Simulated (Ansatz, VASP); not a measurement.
One calculation of PbO2, two programs

Contents of POSCAR:

```
PbO2
1.0
    0.0000000000      2.7019920000      2.7019920000
    2.7019920000      0.0000000000      2.7019920000
    2.7019920000      2.7019920000      0.0000000000
Pb O
1 2
Direct
    0.0000000000      0.0000000000      0.0000000000
    0.2500000000      0.2500000000      0.2500000000
    0.7500000000      0.7500000000      0.7500000000
```

The input INCAR.step1:

```
  ALGO = Normal
  EDIFF = 1E-4
  ENCUT = 600
  GGA = PE
  ISMEAR = 0
  LASPH = True
  LCHARG = False
  LREAL = False
  LWAVE = True
  NELM = 100
  PREC = Accurate
  SIGMA = 0.1
```

File INCAR.step2:

```
  ALGO = Normal
  EDIFF = 1E-6
  EDIFFG = -0.005
  ENCUT = 600
  IBRION = 2
  ISIF = 3
  ISMEAR = 0
  ISTART = 1
  LASPH = True
  LCHARG = False
  LMIXTAU = True
  LREAL = False
  LWAVE = False
  METAGGA = R2SCAN
  NELM = 100
  NSW = 100
  PREC = Accurate
  SIGMA = 0.1
```

File KPOINTS:

```
k-points
0
Gamma
  14 14 14
```

Input for Ansatz:

```yaml
crystal:
  lattice:
    - [0.0, 2.701992, 2.701992]
    - [2.701992, 0.0, 2.701992]
    - [2.701992, 2.701992, 0.0]
  atoms:
    - { symbol: Pb, position: [0.0, 0.0, 0.0] }
    - { symbol: O, position: [0.25, 0.25, 0.25] }
    - { symbol: O, position: [0.75, 0.75, 0.75] }
basis:
  ecutwfc: 500
kpoints:
  mp_grid: { grid: [14, 14, 14] }
hamiltonian:
  xc: r2scan
scf:
  occupations: { method: gaussian, width: 0.1 }
output:
  forces: true
  stress: true
  eigenvalues: true
relax:
  adjacent_minimum: "off"
  f_tol: 0.005
  max_steps: 80
  cell: { stress_tol: 0.05 }
```

Alike in both runs: task relaxation of cell and atoms; functional r2SCAN; k mesh 14 × 14 × 14; occupations gaussian, width 0.1 eV; no spin polarisation.

|  | VASP | Ansatz |
| --- | --- | --- |
| version | VASP 6.6.1 | Ansatz 0.2.0 |
| potentials or method | VASP PAW PBE potentials, release 64 (Pb_d, O), cutoff 600 eV | scalar-relativistic, plane waves, PAW |
| valence electrons in the cell | 26 | 26 |

|  | VASP | Ansatz | Ansatz less VASP |
| --- | --- | --- | --- |
| gap on the k mesh at the Fermi level, each at its own relaxed structure (eV) | none | none | - |
| relaxed volume (Å³/atom) | 12.61 | 12.53 | -0.075 |
| relaxed cell length with the largest relative difference (Å) | 3.768 | 3.760 | -0.0075 |

VASP's potentials were made for PBE, not for r2SCAN. A gap of «none» marks a metal or a gap that the smearing closes.

Neither program's run includes spin-orbit coupling.
